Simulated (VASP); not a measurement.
## SiC: single point with HSE06

SiC:

```
CELL_PARAMETERS angstrom
3.04460 0.00000 0.00000
-1.52230 2.63670 0.00000
0.00000 0.00000 5.05726
ATOMIC_POSITIONS crystal
Si 0.33333 0.66667 0.00021
Si 0.66667 0.33333 0.50021
C 0.33333 0.66667 0.37479
C 0.66667 0.33333 0.87479
```

This cell differs from its parent crystal: epitaxial xy strain -1.0%.

```
Program             : VASP 6.6.1
Task                : single point
Functional          : HSE06
Potentials or basis : VASP PAW PBE potentials, release 64 (Si, C)
Cutoff              : 520 eV
k mesh              : 6 × 6 × 4
Occupations         : gaussian, width 0.01 eV
Spin                : no spin polarisation
```

* Pressure: 2.8 GPa
* Largest force: 0.015 eV/Å
* Band gap on the k mesh: 3.04 eV (least direct gap 5.21 eV)

Forces in eV/Å, atoms in the order of the input:
```
Si   0.000  0.000 -0.015
Si   0.000  0.000 -0.015
C    0.000  0.000  0.015
C    0.000  0.000  0.015
```

Stress tensor (GPa, compression positive):
```
 5.14  0.00  0.00
 0.00  5.14  0.00
 0.00  0.00 -1.87
```

Levels at points of the mesh, in eV from the valence-band top:
```tsv
k point	band 6	band 7	band 8	band 9	band 10	band 11
(0.00, 0.00, 0.00)	-0.24	0.00	0.00	6.31	7.42	8.08
(0.50, 0.00, 0.00)	-3.65	-3.61	-1.36	3.84	5.15	8.25
(0.00, 0.00, 0.50)	-0.76	-0.76	-0.76	7.41	7.41	8.79
(0.50, 0.00, 0.50)	-2.70	-2.67	-2.67	4.25	4.25	6.40
```

It took 41 min on 1 thread of Intel Xeon 8259CL, on a shared host, peak memory 0.27 GiB.

Caveat: the cell differs from its parent crystal (epitaxial xy strain -1.0%); the PAW data sets were made with another functional, which shifts forces and pressure a little. A k mesh can miss the band edges.
